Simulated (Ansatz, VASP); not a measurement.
AlN: VASP beside Ansatz

File INCAR:

```
SYSTEM = AlN
ALGO = Normal
EDIFF = 1E-6
ENCUT = 520
GGA = PS
ISIF = 2
ISMEAR = 0
LASPH = .True.
LCHARG = .False.
LREAL = .False.
LWAVE = .False.
NBANDS = 11
NELM = 60
PREC = Accurate
SIGMA = 0.01
```

The input KPOINTS:

```
k-points
0
Gamma
  8 8 8
  0 0 0
```

Contents of POSCAR:

```
AlN
1.0
    0.0000000000      2.1886778373      2.1886778373
    2.1886778373      0.0000000000      2.1886778373
    2.1886778373      2.1886778373      0.0000000000
Al N
1 1
Direct
   -0.0022844842     -0.0022844842     -0.0022844842
    0.2500000000      0.2500000000      0.2500000000
```

Input for Ansatz:

```yaml
crystal:
  lattice:
    - [0.0, 2.1886778373, 2.1886778373]
    - [2.1886778373, 0.0, 2.1886778373]
    - [2.1886778373, 2.1886778373, 0.0]
  atoms:
    - { symbol: Al, position: [-0.002284484228, -0.002284484228, -0.002284484228] }
    - { symbol: "N", position: [0.25, 0.25, 0.25] }
kpoints:
  mp_grid: { grid: [8, 8, 8] }
scf:
  occupations: { method: fixed }
  convergence: { dr2_threshold: 1.0e-10 }
hamiltonian:
  xc: pbesol
  pseudopotentials: { kind: all_electron, lapw: { basis_error: 0.0005 } }
output:
  forces: true
  stress: true
  eigenstates:
    kpoints:
      - [0.0, 0.0, 0.0]
      - [0.0, -0.5, -0.5]
      - [-0.5, 0.0, -0.5]
      - [-0.5, -0.5, 0.0]
      - [0.0, 0.5, 0.0]
      - [0.5, 0.0, 0.0]
      - [0.0, 0.0, 0.5]
      - [0.5, 0.5, 0.5]
  eigenvalues: true
```

Change from the starting cell: atom 1 moved by [-0.01, -0.01, -0.01] A.

Alike in both runs: task single point; functional PBEsol; k mesh 8 × 8 × 8; no spin polarisation.

|  | VASP | Ansatz |
| --- | --- | --- |
| version | VASP 6.6.1 | Ansatz 0.2.0 |
| potentials or method | VASP PAW PBE potentials, release 64 (Al, N), cutoff 520 eV | all-electron LAPW, scalar-relativistic |
| occupations | gaussian, width 0.01 eV | fixed |

Ansatz gave:

- gap on the k mesh at the Fermi level (eV): 3.13
- pressure (GPa): -0.1
- traceless stress, the component that is largest in VASP (GPa): -0.65
- rms of the force components (eV/Å): 0.137

Question: What did VASP give for the same quantities?

Answer: gap on the k mesh at the Fermi level (eV): 3.13; pressure (GPa): 0.0; traceless stress, the component that is largest in VASP (GPa): -0.66; rms of the force components (eV/Å): 0.138.

VASP's potentials were made for PBE, not for PBEsol. Atom by atom the forces differ by 0.001 eV/Å (rms over components). Ansatz ran all-electron here, and VASP with PAW potentials.
